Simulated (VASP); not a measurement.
# AlGa3N4 (R3m) in VASP: notebook

AlGa3N4 is run at these levels: LDA; tasks: single point.

All numbers are computed with VASP 6.6.1; they aren't measurements. Logs are shortened: lines on timing, memory, paths and dates and some standing lists are left out, and cuts for length are marked.

## 1. The cell of the first run

It takes space group R3m (No. 160, trigonal). The conventional cell has a = 6.552 Å, b = 6.552 Å, c = 7.000 Å, α = 90.00°, β = 90.00°, γ = 120.00°. Within 2.3 Å of Al (site symmetry 3m) lie 4 N at 1.72 to 1.94 Å. Ga (site symmetry m) has 4 N at 1.76 to 1.99 Å within 2.3 Å. Within 2.3 Å of N (site symmetry m) lie 3 Ga at 1.76 to 1.99 Å and 1 Al at 1.94 Å. N (site symmetry 3m) has 1 Al at 1.72 Å and 3 Ga at 1.99 Å within 2.3 Å.

## 2. Single point, LDA (10.84 Å³/atom)

Input file INCAR:

```
SYSTEM = AlGa3N4
PREC = Accurate
ENCUT = 1330
EDIFF = 1E-6
ISMEAR = 0
SIGMA = 0.05
LREAL = .FALSE.
LASPH = .TRUE.
NELM = 120
ALGO = Normal
ISIF = 2
LWAVE = .FALSE.
LCHARG = .FALSE.
GGA = CA
NBANDS = 41
GGA_COMPAT = .FALSE.
```

Input file KPOINTS:

```
regular mesh
0
G
  6 6 6
  0 0 0
```

Input file POSCAR:

```
AlGa3N4
1.0
    4.4357832787     -0.1970498351     -0.1970498351
   -0.1970498351      4.4357832787     -0.1970498351
   -0.1970498351     -0.1970498351      4.4357832787
Al Ga N
1 3 4
Direct
    0.0000000000      0.0000000000      0.0000000000
    0.5000000000      0.5000000000      0.0000000000
    0.5000000000      0.0000000000      0.5000000000
    0.0000000000      0.5000000000      0.5000000000
    0.7548078379      0.7548078379      0.2451921621
    0.7548078379      0.2451921621      0.7548078379
    0.2451921621      0.7548078379      0.7548078379
    0.2451921621      0.2451921621      0.2451921621
```

Potentials or basis: VASP PAW LDA potentials, release 64 (Al, Ga_d, N_h).

Started as:

```bash
> cat potpaw_LDA.64/Al/POTCAR potpaw_LDA.64/Ga_d/POTCAR potpaw_LDA.64/N_h/POTCAR > POTCAR
> mpirun -np 1 vasp_std > vasp.out
```

OUTCAR:

```text
SYSTEM = AlGa3N4
   PREC = Accurate
   ENCUT = 1330
   EDIFF = 1E-6
   ISMEAR = 0
   LREAL = .FALSE.
   LASPH = .TRUE.
   NELM = 120
   ISIF = 2
   GGA = CA

 ion  position               nearest neighbor table
   1  0.000  0.000  0.000-   8 1.72   6 1.94   7 1.94   5 1.94   3 3.00   4 3.00   2 3.00   4 3.00
                             3 3.00   2 3.00
   2  0.500  0.500  0.000-   5 1.76   8 1.99   7 1.99   6 1.99   1 3.00   1 3.00
   3  0.500  0.000  0.500-   6 1.76   8 1.99   7 1.99   5 1.99   1 3.00   1 3.00
   4  0.000  0.500  0.500-   7 1.76   8 1.99   5 1.99   6 1.99   1 3.00   1 3.00
   5  0.755  0.755  0.245-   2 1.76   1 1.94   3 1.99   4 1.99
   6  0.755  0.245  0.755-   3 1.76   1 1.94   2 1.99   4 1.99
   7  0.245  0.755  0.755-   4 1.76   1 1.94   3 1.99   2 1.99
   8  0.245  0.245  0.245-   1 1.72   2 1.99   3 1.99   4 1.99

  LATTYP: Found a trigonal (rhomboedric) cell.
 ALAT       =     4.4445281606
 COS(alpha) =    -0.0865306647

  Lattice vectors:

 A1 = (   4.4357832787,  -0.1970498351,  -0.1970498351)
 A2 = (  -0.1970498351,   4.4357832787,  -0.1970498351)
 A3 = (  -0.1970498351,  -0.1970498351,   4.4357832787)

Analysis of symmetry for initial positions (statically):
=====================================================================
 Subroutine PRICEL returns:
 Original cell was already a primitive cell.

 Routine SETGRP: Setting up the symmetry group for a
 trigonal (rhombohedral) supercell.

 Subroutine GETGRP returns: Found  6 space group operations
 (whereof  6 operations were pure point group operations)
 out of a pool of 12 trial point group operations.

The static configuration has the point symmetry C_3v.

Analysis of symmetry for dynamics (positions and initial velocities):
=====================================================================
 Subroutine PRICEL returns:
 Original cell was already a primitive cell.

 Routine SETGRP: Setting up the symmetry group for a
 trigonal (rhombohedral) supercell.

 Subroutine GETGRP returns: Found  6 space group operations
 (whereof  6 operations were pure point group operations)
 out of a pool of 12 trial point group operations.

The dynamic configuration has the point symmetry C_3v.

 Subroutine INISYM returns: Found  6 space group operations
 (whereof  6 operations are pure point group operations),
 and found     1 'primitive' translations

----------------------------------------------------------------------------------------

                                     Primitive cell

  volume of cell :      86.7472

  direct lattice vectors                    reciprocal lattice vectors
     4.435783279 -0.197049835 -0.197049835     0.226374309  0.010523667  0.010523667
    -0.197049835  4.435783279 -0.197049835     0.010523667  0.226374309  0.010523667
    -0.197049835 -0.197049835  4.435783279     0.010523667  0.010523667  0.226374309

  length of vectors
     4.444528161  4.444528161  4.444528161     0.226863005  0.226863005  0.226863005

  position of ions in fractional coordinates (direct lattice)
     0.000000000  0.000000000  0.000000000
     0.500000000  0.500000000  1.000000000
     0.500000000  1.000000000  0.500000000
     1.000000000  0.500000000  0.500000000
     0.754807838  0.754807838  0.245192162
     0.754807838  0.245192162  0.754807838
     0.245192162  0.754807838  0.754807838
     0.245192162  0.245192162  0.245192162

  ion indices of the primitive-cell ions
   primitive index   ion index
                 1           1
                 2           2
                 3           3
                 4           4
                 5           5
                 6           6
                 7           7
                 8           8

----------------------------------------------------------------------------------------

 KPOINTS: regular mesh

Automatic generation of k-mesh.
 Grid dimensions read from file:
 generate k-points for:    6    6    6

 Generating k-lattice:

  Cartesian coordinates                     Fractional coordinates (reciprocal lattice)
     0.037729051  0.001753945  0.001753945     0.166666667 -0.000000000  0.000000000
     0.001753945  0.037729051  0.001753945    -0.000000000  0.166666667  0.000000000
     0.001753945  0.001753945  0.037729051     0.000000000  0.000000000  0.166666667

  Length of vectors
     0.037810501  0.037810501  0.037810501

  Shift w.r.t. Gamma in fractional coordinates (k-lattice)
     0.000000000  0.000000000  0.000000000

 Subroutine IBZKPT returns following result:
 ===========================================

 Found     32 irreducible k-points:

 Following reciprocal coordinates:
            Coordinates               Weight
  0.000000  0.000000  0.000000      1.000000
  0.166667  0.000000  0.000000      6.000000
  0.333333  0.000000  0.000000      6.000000
  0.500000  0.000000  0.000000      3.000000
  0.166667  0.166667  0.000000      6.000000
  0.333333  0.166667  0.000000     12.000000
[... 16 lines left out ...]
  0.500000  0.500000  0.166667      6.000000
 -0.333333  0.500000  0.166667     12.000000
 [... further k-points ...]
   k-points           NKPTS =     32   k-points in BZ     NKDIM =     32   number of bands    NBANDS=     41
   number of dos      NEDOS =    301   number of ions     NIONS =      8
   total plane-waves  NPLWV = 157464
   dimension x,y,z NGX =    54 NGY =   54 NGZ =   54
   dimension x,y,z NGXF=   108 NGYF=  108 NGZF=  108
   ions per type =               1   3   4
   NGX,Y,Z   is equivalent  to a cutoff of  20.20, 20.20, 20.20 a.u.
   NGXF,Y,Z  is equivalent  to a cutoff of  40.40, 40.40, 40.40 a.u.
 SYSTEM =  AlGa3N4
   PREC   = accura    normal or accurate (medium, high low for compatibility)
   ISTART =      0    job   : 0-new  1-cont  2-samecut
   ICHARG =      2    charge: 1-file 2-atom 10-const
   ISPIN  =      1    spin polarized calculation?
   LNONCOLLINEAR =      F non collinear calculations
   LSORBIT =      F    spin-orbit coupling
   LASPH  =      T    aspherical Exc in radial PAW
   ENCUT  = 1330.0 eV  97.75 Ry    9.89 a.u.  13.22 13.22 13.22*2*pi/ulx,y,z
   NELM   =    120;   NELMIN=  2; NELMDL= -5     # of ELM steps
   EDIFF  = 0.1E-05   stopping-criterion for ELM
   LREAL  =      F    real-space projection
   EDIFFG = 0.1E-04   stopping-criterion for IOM
   NSW    =      0    number of steps for IOM
   IBRION =     -1    ionic relax: 0-MD 1-quasi-New 2-CG
   NFREE  =      0    steps in history (QN), initial steepest desc. (CG)
   ISIF   =      2    stress and relaxation
   ISYM   =      2    0-nonsym 1-usesym 2-fastsym
   POTIM  = 0.5000    time-step for ionic-motion
   TEBEG  =    0.0;   TEEND  =   0.0 temperature during run
   PSTRESS=    0.0 pullay stress
   NELECT =      62.0000    total number of electrons
   NUPDOWN=      -1.0000    fix difference up-down
   EMIN   =  10.00;   EMAX   =-10.00  energy-range for DOS
   EFERMI =   0.00;   METHOD = LEGACY
   ISMEAR =     0;   SIGMA  =   0.05  broadening in eV -4-tet -1-fermi 0-gaus
   EFERMI_NEDOS =   21; number of points for ismear=-14 and -15
   IALGO  =     38    algorithm
   IMIX   =      4    mixing-type and parameters
     AMIX     =   0.40;   BMIX     =  1.00
     AMIX_MAG =   1.60;   BMIX_MAG =  1.00
  volume/ion in A,a.u.               =      10.84        73.17
  Fermi-wavevector in a.u.,A,eV,Ry     =   1.463705  2.766001 29.149556  2.142432
  Thomas-Fermi vector in A             =   2.579768
   LORBIT       =      0    0 simple, 1 ext, 2 COOP (PROOUT), +10 PAW based schemes
   GGA     = CA    functional components
   LHFCALC =     F    Hartree Fock is set to
   AEXX    =    0.0000 exact exchange contribution
   IVDW    =     0    specifies the selected vdW correction
   LEPSILON=     F    determine dielectric tensor
   LRPA    =     F    only Hartree local field effects (RPA)
 non-spin polarized calculation
 Gauss-broadening in eV      SIGMA  =   0.05
  energy-cutoff  :     1330.00
  volume of cell :       86.75
 maximum number of plane-waves:      9580
 NGX is ok and might be reduce to    54
   NGX = 27   NGY = 27   NGZ = 27

 number of electron      62.0000009 magnetization

 Free energy of the ion-electron system (eV)
  ---------------------------------------------------
  ext. energy  EPLUGINS =         0.00000000
  ---------------------------------------------------
  free energy    TOTEN  =       -56.63509314 eV

  energy without entropy =      -56.63509314  energy(sigma->0) =      -56.63509314

 E-fermi :   6.2922     XC(G=0): -12.0883

 val. band max:        6.0566728833   @ k =   0.0000   0.0000   0.0000
 cond. band min:       8.0344488849   @ k =   0.0000   0.0000   0.0000
 fundamental gap:      1.9777760016
 Fermi energy:         6.2922009784

 k-point     1 :       0.0000    0.0000    0.0000
  band No.  band energies     occupation
      1     -10.0880      2.00000
      2      -8.9306      2.00000
      3      -8.9306      2.00000
      4      -8.5782      2.00000
      5      -7.5355      2.00000
      6      -7.5271      2.00000
[... 33 lines left out ...]
     40      15.6123      0.00000
     41      17.5861      0.00000

 k-point     2 :       0.1667    0.0000    0.0000
  band No.  band energies     occupation
      1      -9.9744      2.00000
      2      -8.9524      2.00000
      3      -8.9335      2.00000
      4      -8.5853      2.00000
      5      -7.5320      2.00000
      6      -7.5157      2.00000
[... 33 lines left out ...]
     40      15.9223      0.00000
     41      17.4603      0.00000

 k-point     3 :       0.3333    0.0000    0.0000
  band No.  band energies     occupation
      1      -9.6749      2.00000
      2      -9.0465      2.00000
      3      -8.9394      2.00000
      4      -8.6042      2.00000
      5      -7.5081      2.00000
      6      -7.4811      2.00000
[... 875 lines left out ...]
      2      -9.1326      2.00000
      3      -9.0565      2.00000
      4      -8.6339      2.00000
      5      -7.5188      2.00000
      6      -7.4780      2.00000
[... 33 lines left out ...]
     40      15.9558      0.00000
     41      16.0565      0.00000

 k-point    24 :      -0.3333    0.5000    0.1667
  band No.  band energies     occupation
      1      -9.2451      2.00000
      2      -9.1316      2.00000
      3      -9.0373      2.00000
      4      -8.6268      2.00000
      5      -7.5310      2.00000
      6      -7.4784      2.00000
[... 33 lines left out ...]
     40      15.8874      0.00000
     41      16.2388      0.00000

 [... further k-points ...]

------------------------ aborting loop because EDIFF is reached ----------------------------------------

  FORCE on cell =-STRESS in cart. coord.  units (eV):
  Direction    XX          YY          ZZ          XY          YZ          ZX
  --------------------------------------------------------------------------------------
  -------------------------------------------------------------------------------------
  Total        3.7233932      3.7233932      3.7233932     12.0671413     12.0671413     12.0671413
  in kB       68.7691816     68.7691816     68.7691816    222.8739730    222.8739730    222.8739730
  external PRESSURE =      68.7691816 kB  Pullay stress =       0.0000000 kB

 VOLUME and BASIS-vectors are now :
 -----------------------------------------------------------------------------
  energy-cutoff  :     1330.00
  volume of cell :       86.75
      direct lattice vectors                 reciprocal lattice vectors
     4.435783279 -0.197049835 -0.197049835     0.226374309  0.010523667  0.010523667
    -0.197049835  4.435783279 -0.197049835     0.010523667  0.226374309  0.010523667
    -0.197049835 -0.197049835  4.435783279     0.010523667  0.010523667  0.226374309

 POSITION                                       TOTAL-FORCE (eV/Angst)
 -----------------------------------------------------------------------------------
      0.00000      0.00000      0.00000        -1.486719     -1.486719     -1.486719
      2.11937      2.11937     -0.19705        -1.539914     -1.539914     -1.394260
      2.11937     -0.19705      2.11937        -1.539914     -1.394260     -1.539914
     -0.19705      2.11937      2.11937        -1.394260     -1.539914     -1.539914
      3.15111      3.15111      0.79015         1.529304      1.529304      1.345958
      3.15111      0.79015      3.15111         1.529304      1.345958      1.529304
      0.79015      3.15111      3.15111         1.345958      1.529304      1.529304
      0.99099      0.99099      0.99099         1.556241      1.556241      1.556241
 -----------------------------------------------------------------------------------
    total drift:                                0.000934      0.000934      0.000934

  FREE ENERGIE OF THE ION-ELECTRON SYSTEM (eV)
  ---------------------------------------------------
  free  energy   TOTEN  =       -56.6350931413 eV

  energy  without entropy=      -56.6350931413  energy(sigma->0) =      -56.63509314
```

Run time: 9 min. Hardware: 1 thread of AMD EPYC 7R13 (Zen 3), shared host; peak memory 0.53 GiB.

What came out:

```yaml
Free_energy: -56.6351 eV
Pressure: 6.9 GPa
Largest_force: 2.695 eV/Å
Band_gap_on_the_k_mesh: 1.98 eV
```

Forces in eV/Å, atoms in the order of the input:
```
Al  -1.487 -1.487 -1.487
Ga  -1.540 -1.540 -1.394
Ga  -1.540 -1.394 -1.540
Ga  -1.394 -1.540 -1.540
N    1.529  1.529  1.346
N    1.529  1.346  1.529
N    1.346  1.529  1.529
N    1.556  1.556  1.556
```

Caveat: the cell stands under pressure; forces of over 1 eV/Å act on the atoms, so gaps and moduli don't describe the material at rest.

## 3. Single point, LDA (11.71 Å³/atom)

This run uses another cell than the first one, of 11.71 Å³/atom.

Input file INCAR:

```
PREC     = Accurate       # precision mode
ENCUT    = 1330           # plane-wave cutoff, eV
EDIFF    = 1E-6           # SCF threshold, eV
ISMEAR   = 0              # smearing method
SIGMA    = 0.05           # smearing width, eV
LREAL    = F              # projectors in reciprocal space
LASPH    = T              # aspherical terms in the spheres
NELM     = 120            # most SCF steps
ALGO     = Normal         # electronic algorithm
ISIF     = 2              # what is computed and relaxed
LWAVE    = F              # write WAVECAR
LCHARG   = F              # write CHGCAR
GGA      = CA             # functional
NBANDS   = 41             # bands
GGA_COMPAT= F
```

Input file KPOINTS:

```
regular mesh
0
Gamma
  6 6 6
```

POSCAR: that of step 2 with these lines changed.

```diff
@@ -2,5 +2,5 @@
 1.0
-    4.4357832787     -0.1970498351     -0.1970498351
-   -0.1970498351      4.4357832787     -0.1970498351
-   -0.1970498351     -0.1970498351      4.4357832787
+    4.5588671544      0.2843948881      0.2843948881
+    0.2843948881      4.5588671544      0.2843948881
+    0.2843948881      0.2843948881      4.5588671544
 Al Ga N
```

Potentials or basis: VASP PAW LDA potentials, release 64 (Al, Ga_d, N_h).

Started as:

```bash
> cat potpaw_LDA.64/Al/POTCAR potpaw_LDA.64/Ga_d/POTCAR potpaw_LDA.64/N_h/POTCAR > POTCAR
> mpirun -np 1 vasp_std > vasp.out
```

Run time: 13 min. Hardware: 1 thread of AMD EPYC 7R43 (Zen 3), shared host; peak memory 0.55 GiB.

The run converged. Its results:

```
Free energy            : -55.9710 eV
Pressure               : -5.4 GPa
Largest force          : 0.335 eV/Å
Band gap on the k mesh : 0.82 eV
```

Forces on the atoms (eV/Å):
```
Al   0.092  0.092  0.092
Ga   0.061  0.061  0.067
Ga   0.061  0.067  0.061
Ga   0.067  0.061  0.061
N   -0.028 -0.028 -0.032
N   -0.028 -0.032 -0.028
N   -0.032 -0.028 -0.028
N   -0.193 -0.193 -0.193
```

Stress tensor (GPa, compression positive):
```
 -5.39 -17.62 -17.62
-17.62  -5.39 -17.62
-17.62 -17.62  -5.39
```

Levels at points of the mesh, in eV from the valence-band top:
| k point | band 28 | band 29 | band 30 | band 31 | band 32 | band 33 | band 34 | band 35 |
| --- | --- | --- | --- | --- | --- | --- | --- | --- |
| (0.00, 0.00, 0.00) | -1.96 | -1.01 | 0.00 | 0.00 | 0.82 | 2.57 | 2.57 | 2.86 |
| (0.50, 0.00, 0.00) | -2.24 | -2.04 | -1.17 | -0.90 | 3.65 | 3.72 | 5.11 | 5.42 |
| (0.50, 0.50, 0.00) | -1.40 | -1.35 | -0.89 | -0.67 | 4.74 | 4.96 | 5.37 | 6.28 |
| (0.50, 0.50, 0.50) | -1.20 | -1.05 | -0.33 | -0.33 | 3.45 | 3.45 | 4.22 | 6.08 |

Caveat: the cell stands under tension.
